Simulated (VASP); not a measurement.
# H6C2O in VASP: single point with PBE+D3(BJ)

Aim: the single point of H6C2O with PBE+D3(BJ).

All numbers are computed with VASP 6.6.1; they aren't measurements. Logs are shortened: lines on timing, memory, paths and dates and some standing lists are left out, and cuts for length are marked.

### 1 The cell of the first run

The cell holds a disordered packing, 36 atoms: a = 7.294 Å, b = 7.294 Å, c = 7.294 Å, α = 90.00°, β = 90.00°, γ = 90.00°.

### 2 Single point, PBE+D3(BJ)

Contents of INCAR:

```
SYSTEM = H6C2O
PREC     = Accurate       ! precision mode
ENCUT    = 1000           ! plane-wave cutoff, eV
EDIFF    = 1E-6           ! SCF threshold, eV
ISMEAR   = -1             ! smearing method
SIGMA    = 0.02           ! smearing width, eV
LREAL    = Auto         
LASPH    = .True.         ! aspherical terms in the spheres
NELM     = 120            ! most SCF steps
ALGO     = Normal         ! electronic algorithm
ISIF     = 2              ! what is computed and relaxed
LWAVE    = .False.        ! write WAVECAR
LCHARG   = .False.        ! write CHGCAR
GGA      = PE             ! functional
IVDW     = 12             ! dispersion correction
NBANDS   = 64             ! bands
GGA_COMPAT= .False.
```

Contents of KPOINTS:

```
regular mesh
0
Gamma
  1 1 1
  0 0 0
```

Contents of POSCAR:

```
H6C2O
1.0
    7.2936330000      0.0000000000      0.0000000000
    0.0000000000      7.2936330000      0.0000000000
    0.0000000000      0.0000000000      7.2936330000
C O H
8 4 24
Direct
    0.4526688376      0.3359148449      0.8562327191
    0.3036413217      0.3432424129      0.7126873663
    0.0810294975      0.7378594522     -0.0113186919
    0.2192651974      0.7272524852      0.1437099404
    0.7233708554      0.7038080489      0.5797376772
    0.6879822029      0.9082171223      0.5561832526
    0.9952224619      0.2599482303      0.2429925888
    0.7927662964      0.2541110678      0.1947474612
    0.2813458081      0.1622976917      0.6363719320
    0.3554066692      0.8668938025      0.1268253326
    0.5258579318      0.9469299678      0.4494719537
    0.7588200266      0.0963476914      0.0822405223
    0.1729415577      0.1614650055      0.5586372638
    0.1704844954      0.3829799937      0.7716511140
    0.3385208351      0.4425943287      0.6040855694
    0.4727787600      0.4725423365      0.9159563707
    0.4144790762      0.2396587566      0.9653211354
    0.5839425249      0.2906710895      0.7977083088
    0.4220980613      0.8728304768      0.2440595351
    0.1448887834      0.7407225646      0.2757068000
    0.2843103054      0.5901529709      0.1452867072
   -0.0157210488      0.6226864325     -0.0014328633
    0.0019754507      0.8658143134     -0.0047659102
    0.1502620767      0.7306158185     -0.1451624711
    0.4445413278      1.0313360478      0.5179292149
    0.6802209190      0.9771247980      0.6906407093
    0.8061029304      0.9670435701      0.4821482280
    0.8532069385      0.6823511815      0.6530798702
    0.6130410696      0.6383596126      0.6586918678
    0.7325978845      0.6359720413      0.4450003451
    0.6340246855      0.0541851069      0.1051580331
    0.7096908659      0.2487619767      0.3210218129
    0.7550251055      0.3819972178      0.1215424286
    1.0246104790      0.3792208092      0.3304845015
    1.0384801066      0.1330606512      0.3129239902
    1.0799055031      0.2704970816      0.1188121845
```

Potentials or basis: VASP PAW PBE potentials, release 64 (C_h, O_h, H_h).

Command:

```
> cat potpaw_PBE.64/C_h/POTCAR potpaw_PBE.64/O_h/POTCAR potpaw_PBE.64/H_h/POTCAR > POTCAR
> mpirun -np 1 vasp_gam > vasp.out
```

OUTCAR:

```text
SYSTEM = H6C2O
   PREC = Accurate
   ENCUT = 1000
   EDIFF = 1E-6
   ISMEAR = -1
   LREAL = Auto
   LASPH = .True.
   NELM = 120
   ISIF = 2
   GGA = PE
   IVDW = 12
 IVDW          = 12

 ion  position               nearest neighbor table
   1  0.453  0.336  0.856-  17 1.10  16 1.10  18 1.10   2 1.51
   2  0.304  0.343  0.713-  14 1.10  15 1.10   9 1.44   1 1.51
   3  0.081  0.738  0.989-  23 1.10  22 1.10  24 1.10   4 1.52
   4  0.219  0.727  0.144-  21 1.11  20 1.11  10 1.43   3 1.52
   5  0.723  0.704  0.580-  29 1.10  28 1.10  30 1.10   6 1.52
   6  0.688  0.908  0.556-  26 1.10  27 1.10  11 1.44   5 1.52
   7  0.995  0.260  0.243-  36 1.10  34 1.10  35 1.10   8 1.52
   8  0.793  0.254  0.195-  32 1.10  33 1.11  12 1.43   7 1.52
   9  0.281  0.162  0.636-  13 0.97   2 1.44
  10  0.355  0.867  0.127-  19 0.98   4 1.43
  11  0.526  0.947  0.449-  25 0.99   6 1.44
  12  0.759  0.096  0.082-  31 0.98   8 1.43
  13  0.173  0.161  0.559-   9 0.97
  14  0.170  0.383  0.772-   2 1.10
  15  0.339  0.443  0.604-   2 1.10
  16  0.473  0.473  0.916-   1 1.10
  17  0.414  0.240  0.965-   1 1.10
  18  0.584  0.291  0.798-   1 1.10
[... 16 lines left out ...]
  35  0.038  0.133  0.313-   7 1.10
  36  0.080  0.270  0.119-   7 1.10

  LATTYP: Found a simple cubic cell.
 ALAT       =     7.2936330000

  Lattice vectors:

 A1 = (   7.2936330000,   0.0000000000,   0.0000000000)
 A2 = (   0.0000000000,   7.2936330000,   0.0000000000)
 A3 = (   0.0000000000,   0.0000000000,   7.2936330000)

Analysis of symmetry for initial positions (statically):
=====================================================================
 Subroutine PRICEL returns:
 Original cell was already a primitive cell.

 Routine SETGRP: Setting up the symmetry group for a
 simple cubic supercell.

 Subroutine GETGRP returns: Found  1 space group operations
 (whereof  1 operations were pure point group operations)
 out of a pool of 48 trial point group operations.

The static configuration has the point symmetry C_1 .

Analysis of symmetry for dynamics (positions and initial velocities):
=====================================================================
 Subroutine PRICEL returns:
 Original cell was already a primitive cell.

 Routine SETGRP: Setting up the symmetry group for a
 simple cubic supercell.

 Subroutine GETGRP returns: Found  1 space group operations
 (whereof  1 operations were pure point group operations)
 out of a pool of 48 trial point group operations.

The dynamic configuration has the point symmetry C_1 .

 Subroutine INISYM returns: Found  1 space group operations
 (whereof  1 operations are pure point group operations),
 and found     1 'primitive' translations

----------------------------------------------------------------------------------------

                                     Primitive cell

  volume of cell :     388.0000

  direct lattice vectors                    reciprocal lattice vectors
     7.293633000  0.000000000  0.000000000     0.137105884  0.000000000  0.000000000
     0.000000000  7.293633000  0.000000000     0.000000000  0.137105884  0.000000000
     0.000000000  0.000000000  7.293633000     0.000000000  0.000000000  0.137105884

  length of vectors
     7.293633000  7.293633000  7.293633000     0.137105884  0.137105884  0.137105884

  position of ions in fractional coordinates (direct lattice)
     0.452668838  0.335914845  0.856232719
     0.303641322  0.343242413  0.712687366
     0.081029497  0.737859452  0.988681308
     0.219265197  0.727252485  0.143709940
     0.723370855  0.703808049  0.579737677
     0.687982203  0.908217122  0.556183253
[... 28 lines left out ...]
     0.038480107  0.133060651  0.312923990
     0.079905503  0.270497082  0.118812185

  ion indices of the primitive-cell ions
   primitive index   ion index
                 1           1
                 2           2
                 3           3
                 4           4
                 5           5
                 6           6
[... 28 lines left out ...]
                35          35
                36          36

----------------------------------------------------------------------------------------

 KPOINTS: regular mesh

Automatic generation of k-mesh.
 Grid dimensions read from file:
 generate k-points for:    1    1    1

 Generating k-lattice:

  Cartesian coordinates                     Fractional coordinates (reciprocal lattice)
     0.137105884  0.000000000  0.000000000     1.000000000  0.000000000  0.000000000
     0.000000000  0.137105884  0.000000000     0.000000000  1.000000000  0.000000000
     0.000000000  0.000000000  0.137105884     0.000000000  0.000000000  1.000000000

  Length of vectors
     0.137105884  0.137105884  0.137105884

  Shift w.r.t. Gamma in fractional coordinates (k-lattice)
     0.000000000  0.000000000  0.000000000

 Subroutine IBZKPT returns following result:
 ===========================================

 Found      1 irreducible k-points:

 Following reciprocal coordinates:
            Coordinates               Weight
  0.000000  0.000000  0.000000      1.000000
   k-points           NKPTS =      1   k-points in BZ     NKDIM =      1   number of bands    NBANDS=     64
   number of dos      NEDOS =    301   number of ions     NIONS =     36
   total plane-waves  NPLWV = 512000
   dimension x,y,z NGX =    80 NGY =   80 NGZ =   80
   dimension x,y,z NGXF=   160 NGYF=  160 NGZF=  160
   ions per type =               8   4  24
   NGX,Y,Z   is equivalent  to a cutoff of  18.23, 18.23, 18.23 a.u.
   NGXF,Y,Z  is equivalent  to a cutoff of  36.47, 36.47, 36.47 a.u.
 SYSTEM =  H6C2O
   PREC   = accura    normal or accurate (medium, high low for compatibility)
   ISTART =      0    job   : 0-new  1-cont  2-samecut
   ICHARG =      2    charge: 1-file 2-atom 10-const
   ISPIN  =      1    spin polarized calculation?
   LNONCOLLINEAR =      F non collinear calculations
   LSORBIT =      F    spin-orbit coupling
   LASPH  =      T    aspherical Exc in radial PAW
   ENCUT  = 1000.0 eV  73.50 Ry    8.57 a.u.  18.81 18.81 18.81*2*pi/ulx,y,z
   NELM   =    120;   NELMIN=  2; NELMDL= -5     # of ELM steps
   EDIFF  = 0.1E-05   stopping-criterion for ELM
   LREAL  =      T    real-space projection
   EDIFFG = 0.1E-04   stopping-criterion for IOM
   NSW    =      0    number of steps for IOM
   IBRION =     -1    ionic relax: 0-MD 1-quasi-New 2-CG
   NFREE  =      0    steps in history (QN), initial steepest desc. (CG)
   ISIF   =      2    stress and relaxation
   ISYM   =      2    0-nonsym 1-usesym 2-fastsym
   POTIM  = 0.5000    time-step for ionic-motion
   TEBEG  =    0.0;   TEEND  =   0.0 temperature during run
   PSTRESS=    0.0 pullay stress
   NELECT =      80.0000    total number of electrons
   NUPDOWN=      -1.0000    fix difference up-down
   EMIN   =  10.00;   EMAX   =-10.00  energy-range for DOS
   EFERMI =   0.00;   METHOD = LEGACY
   ISMEAR =    -1;   SIGMA  =   0.02  broadening in eV -4-tet -1-fermi 0-gaus
   EFERMI_NEDOS =   21; number of points for ismear=-14 and -15
   IALGO  =     38    algorithm
   IMIX   =      4    mixing-type and parameters
     AMIX     =   0.40;   BMIX     =  1.00
     AMIX_MAG =   1.60;   BMIX_MAG =  1.00
  volume/ion in A,a.u.               =      10.78        72.73
  Fermi-wavevector in a.u.,A,eV,Ry     =   0.967151  1.827650 12.726630  0.935381
  Thomas-Fermi vector in A             =   2.097013
   LORBIT       =      0    0 simple, 1 ext, 2 COOP (PROOUT), +10 PAW based schemes
   GGA     = PE    functional components
   LHFCALC =     F    Hartree Fock is set to
   AEXX    =    0.0000 exact exchange contribution
   IVDW    =    12    specifies the selected vdW correction
   LEPSILON=     F    determine dielectric tensor
   LRPA    =     F    only Hartree local field effects (RPA)
 non-spin polarized calculation
  energy-cutoff  :     1000.00
  volume of cell :      388.00
 maximum number of plane-waves:     13913
 NGX is ok and might be reduce to    80
   NGX = 37   NGY = 37   NGZ = 37

 number of electron      80.0000001 magnetization

 Free energy of the ion-electron system (eV)
  ---------------------------------------------------
  ext. energy  EPLUGINS =         0.00000000
  ---------------------------------------------------
  free energy    TOTEN  =      -188.68558315 eV

  energy without entropy =     -188.68558315  energy(sigma->0) =     -188.68558315

 E-fermi :  -1.9628     XC(G=0):  -6.4950

 val. band max:       -2.5329829676   @ k =   0.0000   0.0000   0.0000
 cond. band min:       2.1612661095   @ k =   0.0000   0.0000   0.0000
 fundamental gap:      4.6942490772
 Fermi energy:        -1.9628159216

 k-point     1 :       0.0000    0.0000    0.0000
  band No.  band energies     occupation
      1     -22.6979      2.00000
      2     -21.9902      2.00000
      3     -21.9092      2.00000
      4     -21.5188      2.00000
      5     -15.5384      2.00000
      6     -15.3457      2.00000
[... 44 lines left out ...]
     51       5.3691      0.00000
     52       5.4704      0.00000
 [bands above 52 left out]

------------------------ aborting loop because EDIFF is reached ----------------------------------------

 Edisp (eV)   -1.29522

 E8    (eV) :    -0.2822

  FORCE on cell =-STRESS in cart. coord.  units (eV):
  Direction    XX          YY          ZZ          XY          YZ          ZX
  --------------------------------------------------------------------------------------
  -------------------------------------------------------------------------------------
  Total      -1.97880    -1.43895    -1.07392    -0.02333    -0.11042    -0.34904
  in kB      -8.17108    -5.94191    -4.43457    -0.09635    -0.45597    -1.44128
  external pressure =       -6.18 kB  Pullay stress =        0.00 kB

 VOLUME and BASIS-vectors are now :
 -----------------------------------------------------------------------------
  energy-cutoff  :     1000.00
  volume of cell :      388.00
      direct lattice vectors                 reciprocal lattice vectors
     7.293633000  0.000000000  0.000000000     0.137105884  0.000000000  0.000000000
     0.000000000  7.293633000  0.000000000     0.000000000  0.137105884  0.000000000
     0.000000000  0.000000000  7.293633000     0.000000000  0.000000000  0.137105884

 POSITION                                       TOTAL-FORCE (eV/Angst)
 -----------------------------------------------------------------------------------
      3.30160      2.45004      6.24505        -0.106363     -0.003167      0.022456
      2.21465      2.50348      5.19808        -0.133475     -0.046057     -0.073492
      0.59100      5.38168      7.21108         0.079137      0.122497     -0.051476
      1.59924      5.30431      1.04817        -0.059432     -0.129275      0.115298
      5.27600      5.13332      4.22839        -0.290438      0.009694     -0.111114
      5.01789      6.62420      4.05660         0.143165      0.123780     -0.122218
[... 28 lines left out ...]
      0.28066      0.97050      2.28235        -0.100215      0.040303     -0.015268
      0.58280      1.97291      0.86657        -0.005514      0.022782      0.020075
 -----------------------------------------------------------------------------------
    total drift:                               -0.002720      0.000315      0.001401

  FREE ENERGIE OF THE ION-ELECTRON SYSTEM (eV)
  ---------------------------------------------------
  free  energy   TOTEN  =      -189.9808028436 eV

  energy  without entropy=     -189.9808028436  energy(sigma->0) =     -189.98080284
```

It took 55 s on 1 thread of AMD EPYC 9R45 (Zen 5), shared host; peak memory 0.88 GiB.

What came out:

* Free energy: -189.9808 eV
* Pressure: -0.6 GPa
* Largest force: 0.317 eV/Å
* Band gap on the k mesh: 4.69 eV
* Dispersion energy per atom: -0.036 eV

Forces in eV/Å, atoms in the order of the input:
```
C   -0.106 -0.003  0.022
C   -0.133 -0.046 -0.073
C    0.079  0.122 -0.051
C   -0.059 -0.129  0.115
C   -0.290  0.010 -0.111
C    0.143  0.124 -0.122
C    0.072 -0.020 -0.071
C    0.049 -0.095  0.068
O    0.051 -0.234 -0.208
O   -0.104 -0.013 -0.077
O    0.186 -0.151  0.187
O   -0.085  0.116  0.148
H    0.046  0.067  0.028
H    0.048  0.178  0.145
H   -0.010  0.004 -0.059
H   -0.003  0.006  0.029
H    0.008  0.006  0.008
H   -0.034  0.009 -0.025
H    0.036  0.038  0.090
H    0.039  0.046  0.029
H    0.034  0.013 -0.003
H    0.006  0.008  0.002
H    0.011 -0.015 -0.028
H    0.026  0.011 -0.006
H    0.072 -0.056  0.112
H   -0.107 -0.081 -0.071
H    0.015  0.092  0.010
H   -0.018  0.025 -0.017
H    0.033  0.009 -0.015
H    0.008  0.039  0.075
H    0.116  0.004 -0.053
H   -0.023 -0.055 -0.056
H   -0.025 -0.087 -0.018
H    0.025 -0.004 -0.010
H   -0.100  0.040 -0.015
H   -0.006  0.023  0.020
```

Levels at points of the mesh, in eV from the valence-band top:
| k point | band 36 | band 37 | band 38 | band 39 | band 40 | band 41 | band 42 | band 43 | band 44 | band 45 |
| --- | --- | --- | --- | --- | --- | --- | --- | --- | --- | --- |
| (0.00, 0.00, 0.00) | -1.53 | -0.96 | -0.52 | -0.36 | 0.00 | 4.69 | 6.08 | 6.32 | 6.51 | 6.59 |

Caveat: the k points lie up to 0.86 Å⁻¹ apart, too coarse for converged energies, forces and pressures.
